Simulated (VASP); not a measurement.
**SnSe2: single point with PBE**

Crystal: SnSe2.

```
CELL_PARAMETERS angstrom
3.81100 0.00000 0.00000
-1.90550 3.30042 0.00000
0.00000 0.00000 6.13600
ATOMIC_POSITIONS crystal
Sn 0.00000 0.00000 0.00000
Se 0.33333 0.66667 0.24900
Se 0.66667 0.33333 0.75100
```

* Program: VASP 6.6.1
* Task: single point
* Functional: PBE
* Potentials or basis: VASP PAW PBE potentials, release 64 (Sn_d, Se)
* Cutoff: 500 eV
* k mesh: 3 × 3 × 2
* Occupations: gaussian, width 0.01 eV
* Spin: no spin polarisation

```json
{
  "Pressure": "6.9 GPa",
  "Largest force": "0.698 eV/Å",
  "Band gap on the k mesh": "1.07 eV"
}
```

Forces in eV/Å, atoms in the order of the input:
```
Sn   0.000  0.000  0.000
Se   0.000  0.000  0.698
Se   0.000  0.000 -0.698
```

Stress tensor (GPa, compression positive):
```
7.76 0.00 0.00
0.00 7.76 0.00
0.00 0.00 5.09
```

Levels at points of the mesh, in eV from the valence-band top:
```
           k point  band 11  band 12  band 13  band 14  band 15  band 16
(0.00, 0.00, 0.00)    -0.38    -0.38     0.00     1.07     2.92     4.61
(0.00, 0.00, 0.50)    -0.79    -0.23    -0.23     2.43     2.90     4.34
```

It took 8.7 s on 1 thread of AMD EPYC 7R13 Processor (Zen 3), on a shared host, peak memory 0.15 GiB.

Caveat: the k points lie up to 0.63 Å⁻¹ apart; spin-orbit coupling is left out, which moves the levels of the heavy elements; an odd mesh through Γ misses points on the zone boundary, where band edges can lie; this functional lacks dispersion, which binds the layers, so the pressure and a relaxed spacing across them are unreliable.
